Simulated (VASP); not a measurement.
Write the native input for VASP 6.6.1 that does the following.

```yaml
Task: single point
Functional: r2SCAN
Potentials_or_basis: VASP PAW PBE potentials, release 64 (Al, N)
Cutoff: 520 eV
k_mesh: 12 × 12 × 6
Occupations: gaussian, width 0.05 eV
Spin: no spin polarisation
Dipole_correction: no
Further_INCAR_settings: ALGO = Normal; EDIFF = 1e-07; NBANDS = 16
```

Crystal: AlN.

```
CELL_PARAMETERS angstrom
3.11100 0.00000 0.00000
-1.55550 2.69421 0.00000
0.00000 0.00000 4.97800
ATOMIC_POSITIONS crystal
Al 0.29751 0.64106 0.95241
Al 0.69350 0.35921 0.48856
N 0.36616 0.71339 0.42888
N 0.64282 0.28634 0.90016
```

This cell differs from its parent crystal: atoms moved at random.

One way to write it, as run:

POSCAR

```
AlN
1.0
    3.1110021516      0.0000000000      0.0000000000
   -1.5555010758      2.6942068945      0.0000000000
    0.0000000000      0.0000000000      4.9780000000
Al N
2 2
Direct
    0.2975134465      0.6410598885     -0.0475936351
    0.6935031174      0.3592081768      0.4885561274
    0.3661637985      0.7133904999      0.4288797804
    0.6428196376      0.2863414348      0.9001577274
```

INCAR.step1

```
SYSTEM = AlN
PREC = Accurate ; ENCUT = 520
ISMEAR = 0 ; SIGMA = 0.05
LREAL = .False. ; LASPH = .True.
NELM = 80 ; NBANDS = 16
GGA = PE ; ALGO = Normal
EDIFF = 1E-4 ; LWAVE = .True.
LCHARG = .False.
```

INCAR.step2

```
SYSTEM = AlN
PREC = Accurate ; ENCUT = 520
EDIFF = 1E-7 ; ISMEAR = 0
SIGMA = 0.05 ; LREAL = .False.
LASPH = .True. ; NELM = 80
ALGO = Normal ; ISIF = 2
LWAVE = .False. ; LCHARG = .False.
METAGGA = R2SCAN ; LMIXTAU = .True.
NBANDS = 16 ; ISTART = 1
```

KPOINTS

```
Automatic mesh
0
Gamma
  12 12 6
  0 0 0
```

Potentials or basis: VASP PAW PBE potentials, release 64 (Al, N).

Command:

```bash
$ cat potpaw_PBE.64/Al/POTCAR potpaw_PBE.64/N/POTCAR > POTCAR
$ cp INCAR.step1 INCAR
$ mpirun -np 1 vasp_std > vasp.out
$ cp INCAR.step2 INCAR
$ mpirun -np 1 vasp_std > vasp.out
```

Results of the run:

```yaml
Pressure: 6.9 GPa
Largest_force: 2.588 eV/Å
Band_gap_on_the_k_mesh: 3.72 eV
```

Caveat: the cell differs from its parent crystal (atoms moved at random); the stress differs along the axes, from -7 to 23 GPa; the PAW data sets were made with another functional, which shifts forces and pressure a little.

Wall time 24 min on 1 thread of Oxide Virtual Turin-like Processor, with other jobs on the host, peak memory 0.32 GiB.
